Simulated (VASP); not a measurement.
Write the native input for VASP 6.6.1 that does the following.

```yaml
Task: relaxation of cell and atoms
Functional: PBE
Potentials_or_basis: VASP PAW PBE potentials, release 64 (Cu, W_sv)
Cutoff: 600 eV
k_mesh: 12 × 12 × 18
Occupations: gaussian, width 0.1 eV
Spin: no spin polarisation
Dipole_correction: no
Further_INCAR_settings: ALGO = Fast; EDIFF = 1e-06; IBRION = 2; EDIFFG = -0.01; NSW = 100; ISIF = 3
```

The structure of Cu2W lies in POSCAR:

```
Cu2W
1.0
    4.2420040677      0.0000000000      0.0000000000
   -2.1210020338      3.6736832856      0.0000000000
    0.0000000000      0.0000000000      2.5458732542
Cu W
2 1
Direct
    0.3333333333      0.6666666667      0.5000000000
    0.6666666667      0.3333333333      0.5000000000
    0.0000000000      0.0000000000      0.0000000000
```

The cell was generated, and may not be a known phase.

These files were run (other wordings do the same):

INCAR

```
  ALGO = Fast
  EDIFF = 1E-6
  EDIFFG = -0.01
  ENCUT = 600
  GGA = PE
  IBRION = 2
  ISIF = 3
  ISMEAR = 0
  LASPH = T
  LCHARG = F
  LREAL = F
  LWAVE = F
  NELM = 60
  NSW = 100
  PREC = Accurate
  SIGMA = 0.1
```

KPOINTS

```
k-points
0
Gamma
  12 12 18
```

Potentials or basis: VASP PAW PBE potentials, release 64 (Cu, W_sv).

The run is started by

```bash
$ cat potpaw_PBE.64/Cu/POTCAR potpaw_PBE.64/W_sv/POTCAR > POTCAR
$ mpirun -np 1 vasp_std > vasp.out
```

It gave:

| Item | Value |
| --- | --- |
| Relaxed volume | 13.30 Å³/atom |
| Relaxed cell | a = 4.224 Å, b = 4.224 Å, c = 2.582 Å, α = 90.00°, β = 90.00°, γ = 120.00° |
| Space group after relaxing (to 0.1 Å) | P6/mmm (No. 191) |
| Energy gained by relaxing | 2.4 meV/atom |
| Ionic steps | 12 |
| Pressure after relaxing | 0.0 GPa |
| Band gap on the k mesh | zero (bands 18 and 19 overlap by 0.84 eV) |

Caveat: spin-orbit coupling is left out, which moves the levels of the heavy elements.

It took 13 min on 1 thread of Intel(R) Xeon(R) Platinum 8488C (Sapphire Rapids), on a shared host, peak memory 0.34 GiB.
